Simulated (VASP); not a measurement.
# TePb (F-43m) in VASP: notebook, part 2 of 2

VASP 6.6.1. The steps go on from the part before.

## 3. Single point, PBE

INCAR reads:

```
  PREC = Accurate
  ENCUT = 500
  EDIFF = 1E-6
  ISMEAR = 0
  SIGMA = 0.01
  LREAL = F
  LASPH = T
  NELM = 120
  ALGO = Normal
  ISIF = 2
  LWAVE = F
  LCHARG = T
  GGA = PE
  LELF = T
  LVHAR = T
  NBANDS = 17
  GGA_COMPAT = F
```

KPOINTS reads:

```
regular mesh
0
Gamma
  2 2 2
```

POSCAR reads:

```
TePb
1.0
    0.0000000000      3.6414940692      3.6414940692
    3.6414940692      0.0000000000      3.6414940692
    3.6414940692      3.6414940692      0.0000000000
Pb Te
1 1
Direct
    0.0000000000      0.0000000000      0.0000000000
    0.2500000000      0.2500000000      0.2500000000
```

Potentials or basis: VASP PAW PBE potentials, release 64 (Pb_d, Te).

Started as:

```console
> cat potpaw_PBE.64/Pb_d/POTCAR potpaw_PBE.64/Te/POTCAR > POTCAR
> mpirun -np 1 vasp_std > vasp.out
```

OUTCAR:

```text
PREC = Accurate
   ENCUT = 500
   EDIFF = 1E-6
   ISMEAR = 0
   LREAL = F
   LASPH = T
   NELM = 120
   ISIF = 2
   GGA = PE

 ion  position               nearest neighbor table
   1  0.000  0.000  0.000-   2 3.15   2 3.15   2 3.15   2 3.15
   2  0.250  0.250  0.250-   1 3.15   1 3.15   1 3.15   1 3.15

  LATTYP: Found a face centered cubic cell.
 ALAT       =     7.2829881384

  Lattice vectors:

 A1 = (   0.0000000000,   3.6414940692,   3.6414940692)
 A2 = (   3.6414940692,   0.0000000000,   3.6414940692)
 A3 = (   3.6414940692,   3.6414940692,   0.0000000000)

Analysis of symmetry for initial positions (statically):
=====================================================================
 Subroutine PRICEL returns:
 Original cell was already a primitive cell.

 Routine SETGRP: Setting up the symmetry group for a
 face centered cubic supercell.

 Subroutine GETGRP returns: Found 24 space group operations
 (whereof 24 operations were pure point group operations)
 out of a pool of 48 trial point group operations.

The static configuration has the point symmetry T_d .

Analysis of symmetry for dynamics (positions and initial velocities):
[... 139 lines left out ...]

 val. band max:        2.1768273382   @ k =   0.5000   0.5000   0.0000
 cond. band min:       3.3864460724   @ k =   0.5000   0.5000   0.0000
 fundamental gap:      1.2096187341
 Fermi energy:         2.2243998798

 k-point     1 :       0.0000    0.0000    0.0000
  band No.  band energies     occupation
      1     -14.1801      2.00000
      2     -14.1801      2.00000
      3     -14.1801      2.00000
      4     -14.1571      2.00000
      5     -14.1571      2.00000
      6      -8.6062      2.00000
[... 37 lines left out ...]
      4     -14.1601      2.00000
      5     -14.1543      2.00000
      6      -7.5392      2.00000
[... 9 lines left out ...]
     16      11.3716      0.00000
     17      11.4519      0.00000

------------------------ aborting loop because EDIFF is reached ----------------------------------------

  FORCE on cell =-STRESS in cart. coord.  units (eV):
  Direction    XX          YY          ZZ          XY          YZ          ZX
  --------------------------------------------------------------------------------------
  -------------------------------------------------------------------------------------
  Total       -0.1912321     -0.1912321     -0.1912321     -0.0000000     -0.0000000      0.0000000
  in kB       -3.1725075     -3.1725075     -3.1725075     -0.0000000     -0.0000000      0.0000000
  external PRESSURE =      -3.1725075 kB  Pullay stress =       0.0000000 kB

 VOLUME and BASIS-vectors are now :
 -----------------------------------------------------------------------------
  energy-cutoff  :      500.00
  volume of cell :       96.58
      direct lattice vectors                 reciprocal lattice vectors
     0.000000000  3.641494069  3.641494069    -0.137306279  0.137306279  0.137306279
     3.641494069  0.000000000  3.641494069     0.137306279 -0.137306279  0.137306279
     3.641494069  3.641494069  0.000000000     0.137306279  0.137306279 -0.137306279

 POSITION                                       TOTAL-FORCE (eV/Angst)
 -----------------------------------------------------------------------------------
      0.00000      0.00000      0.00000         0.000000      0.000000      0.000000
      1.82075      1.82075      1.82075        -0.000000     -0.000000     -0.000000
 -----------------------------------------------------------------------------------
    total drift:                                0.000000      0.000000      0.000000

  FREE ENERGIE OF THE ION-ELECTRON SYSTEM (eV)
  ---------------------------------------------------
  free  energy   TOTEN  =        -7.3741945608 eV

  energy  without entropy=       -7.3741945608  energy(sigma->0) =       -7.37419456
```

stdout:

```text
POSCAR found type information on POSCAR PbTe
 POSCAR found :  2 types and       2 ions
 scaLAPACK will be used
 LDA part: xc-table for (Slater+PW92), standard interpolation
 POSCAR, INCAR and KPOINTS ok, starting setup
 FFT: planning ... GRIDC
 FFT: planning ... GRID_SOFT
 FFT: planning ... GRID
 WAVECAR not read
 entering main loop
```

Run time: 19 s. Hardware: 1 thread of AMD EPYC 9R45, shared host; peak memory 0.2 GiB.

What came out:

```yaml
Free_energy: -7.3742 eV
Pressure: -0.3 GPa
Band_gap_on_the_k_mesh: 1.21 eV, direct
```

Levels at points of the mesh, in eV from the valence-band top:
| k point | band 7 | band 8 | band 9 | band 10 | band 11 | band 12 | band 13 | band 14 |
| --- | --- | --- | --- | --- | --- | --- | --- | --- |
| (0.00, 0.00, 0.00) | -5.63 | -0.85 | -0.85 | -0.85 | 2.13 | 2.13 | 2.13 | 4.68 |
| (0.50, 0.00, 0.00) | -7.25 | -1.40 | -1.40 | -1.33 | 2.95 | 2.95 | 4.33 | 6.38 |
| (0.50, 0.50, 0.00) | -7.76 | -2.07 | -2.07 | 0.00 | 1.21 | 5.00 | 5.00 | 6.20 |

Caveat: the k points lie up to 0.75 Å⁻¹ apart; spin-orbit coupling is left out, which moves the levels of the heavy elements.

## 4. Single point, PBE

Edit INCAR of step 3 so:

```diff
@@ -11,6 +11,4 @@
   LWAVE = F
-  LCHARG = T
+  LCHARG = F
   GGA = PE
-  LELF = T
-  LVHAR = T
   NBANDS = 17
```

KPOINTS reads:

```
regular mesh
0
Gamma
  3 3 3
```

POSCAR is that of step 3.

Potentials or basis: VASP PAW PBE potentials, release 64 (Pb_d, Te).

Started as:

```console
> cat potpaw_PBE.64/Pb_d/POTCAR potpaw_PBE.64/Te/POTCAR > POTCAR
> mpirun -np 1 vasp_std > vasp.out
```

OUTCAR:

```text
PREC = Accurate
   ENCUT = 500
   EDIFF = 1E-6
   ISMEAR = 0
   LREAL = F
   LASPH = T
   NELM = 120
   ISIF = 2
   GGA = PE

 ion  position               nearest neighbor table
   1  0.000  0.000  0.000-   2 3.15   2 3.15   2 3.15   2 3.15
   2  0.250  0.250  0.250-   1 3.15   1 3.15   1 3.15   1 3.15

  LATTYP: Found a face centered cubic cell.
 ALAT       =     7.2829881384

  Lattice vectors:

 A1 = (   0.0000000000,   3.6414940692,   3.6414940692)
 A2 = (   3.6414940692,   0.0000000000,   3.6414940692)
 A3 = (   3.6414940692,   3.6414940692,   0.0000000000)

Analysis of symmetry for initial positions (statically):
=====================================================================
 Subroutine PRICEL returns:
 Original cell was already a primitive cell.

 Routine SETGRP: Setting up the symmetry group for a
 face centered cubic supercell.

 Subroutine GETGRP returns: Found 24 space group operations
 (whereof 24 operations were pure point group operations)
 out of a pool of 48 trial point group operations.

The static configuration has the point symmetry T_d .

Analysis of symmetry for dynamics (positions and initial velocities):
[... 140 lines left out ...]

 val. band max:        2.2825412801   @ k =  -0.3333   0.3333   0.0000
 cond. band min:       3.4792202586   @ k =   0.3333   0.3333   0.0000
 fundamental gap:      1.1966789785
 Fermi energy:         2.3850930840

 k-point     1 :       0.0000    0.0000    0.0000
  band No.  band energies     occupation
      1     -14.1639      2.00000
      2     -14.1639      2.00000
      3     -14.1639      2.00000
      4     -14.1399      2.00000
      5     -14.1399      2.00000
      6      -8.6312      2.00000
[... 57 lines left out ...]
      4     -14.1407      2.00000
      5     -14.1388      2.00000
      6      -7.6763      2.00000
[... 9 lines left out ...]
     16      10.5257      0.00000
     17      11.9123      0.00000

------------------------ aborting loop because EDIFF is reached ----------------------------------------

  FORCE on cell =-STRESS in cart. coord.  units (eV):
  Direction    XX          YY          ZZ          XY          YZ          ZX
  --------------------------------------------------------------------------------------
  -------------------------------------------------------------------------------------
  Total       -0.0075549     -0.0075549     -0.0075549      0.0000000     -0.0000000      0.0000000
  in kB       -0.1253344     -0.1253344     -0.1253344      0.0000000     -0.0000000      0.0000000
  external PRESSURE =      -0.1253344 kB  Pullay stress =       0.0000000 kB

 VOLUME and BASIS-vectors are now :
 -----------------------------------------------------------------------------
  energy-cutoff  :      500.00
  volume of cell :       96.58
      direct lattice vectors                 reciprocal lattice vectors
     0.000000000  3.641494069  3.641494069    -0.137306279  0.137306279  0.137306279
     3.641494069  0.000000000  3.641494069     0.137306279 -0.137306279  0.137306279
     3.641494069  3.641494069  0.000000000     0.137306279  0.137306279 -0.137306279

 POSITION                                       TOTAL-FORCE (eV/Angst)
 -----------------------------------------------------------------------------------
      0.00000      0.00000      0.00000        -0.000000     -0.000000     -0.000000
      1.82075      1.82075      1.82075         0.000000      0.000000      0.000000
 -----------------------------------------------------------------------------------
    total drift:                                0.000000      0.000000      0.000000

  FREE ENERGIE OF THE ION-ELECTRON SYSTEM (eV)
  ---------------------------------------------------
  free  energy   TOTEN  =        -7.2243505006 eV

  energy  without entropy=       -7.2243505006  energy(sigma->0) =       -7.22435050
```

stdout:

```text
POSCAR found type information on POSCAR PbTe
 POSCAR found :  2 types and       2 ions
 scaLAPACK will be used
 LDA part: xc-table for (Slater+PW92), standard interpolation
 POSCAR, INCAR and KPOINTS ok, starting setup
 FFT: planning ... GRIDC
 FFT: planning ... GRID_SOFT
 FFT: planning ... GRID
 WAVECAR not read
 entering main loop
```

Run time: 24 s. Hardware: 1 thread of AMD EPYC 9R45, shared host; peak memory 0.2 GiB.

What came out:

| Property | Result |
| --- | --- |
| Free energy | -7.2244 eV |
| Pressure | 0.0 GPa |
| Band gap on the k mesh | 1.20 eV, indirect (least direct gap 1.36 eV) |

Levels at points of the mesh, in eV from the valence-band top:
| k point | band 8 | band 9 | band 10 | band 11 | band 12 | band 13 |
| --- | --- | --- | --- | --- | --- | --- |
| (0.00, 0.00, 0.00) | -0.98 | -0.98 | -0.98 | 2.02 | 2.02 | 2.02 |

Caveat: the k points lie up to 0.50 Å⁻¹ apart; spin-orbit coupling is left out, which moves the levels of the heavy elements.
